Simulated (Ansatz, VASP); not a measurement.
One calculation of As, two programs

```xyz
2
Lattice="1.8799 1.0854 3.3296 -1.8799 1.0854 3.3296 0.0000 -2.1707 3.3296" Properties=species:S:1:pos:R:3 pbc="T T T"
As    0.0000    0.0000    7.6866
As    0.0000    0.0000    2.3021
```

Alike in both runs: functional LDA; k mesh 11 × 11 × 11; occupations fermi-dirac, width 0.05 eV; no spin polarisation.

Ansatz relaxed the structure, and its values are those at the end. VASP's run is a single point on that final structure, the one shown.

|  | VASP | Ansatz |
| --- | --- | --- |
| version | VASP 6.6.1 | Ansatz 0.2.0 |
| potentials or method | VASP PAW LDA potentials, release 64 (As_d) | PAW with Ansatz's default frozen-core files, scalar-relativistic |
| plane-wave cutoff (eV) | 510 | 420 |
| valence electrons in the cell | 30 | 30 |

```tsv
	VASP	Ansatz	Ansatz less VASP
pressure (GPa)	0.3	0.0	-0.32
rms of the force components (eV/Å)	0.020	0.002	-0.0183
```

LDA's correlation is that of Perdew and Zunger in VASP and of Perdew and Wang (1992) in Ansatz.
